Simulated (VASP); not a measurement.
The system is Cd2S.

```
Cd S
1.0
     4.01482    0.00000    0.00000
    -2.00741    3.47693    0.00000
     0.00000    0.00000    5.88564
Cd S
2 1
Direct
  0.33333 0.66667 0.93272
  0.66667 0.33333 0.57873
  0.33333 0.66667 0.36571
```

Base run:

| Quantity | Value |
| --- | --- |
| Program | VASP 6.6.1 |
| Functional | r2SCAN |
| Potentials or basis | VASP PAW PBE potentials, release 64 (Cd, S) |
| Cutoff | 520 eV |
| k mesh | 8 × 8 × 5 |
| Occupations | fermi-dirac, width 0.05 eV |
| Spin | no spin polarisation |

Its results: band gap on the k mesh 0.31 eV, indirect (least direct gap 0.60 eV); pressure -3.0 GPa; largest force 0.162 eV/Å.

**Question.** After a change of settings the same cell gave: band gap on the k mesh 0.27 eV, indirect (least direct gap 0.57 eV); pressure -1.4 GPa; largest force 0.192 eV/Å. Which change was it?
A. functional from r2SCAN to LDA; potentials or basis from VASP PAW PBE potentials, release 64 (Cd, S) to VASP PAW LDA potentials, release 64 (Cd, S)
B. functional from r2SCAN to PBEsol
C. functional from r2SCAN to PBE

**Answer.** C.

Caveats: the PAW data sets were made with another functional, which shifts forces and pressure a little (some runs).
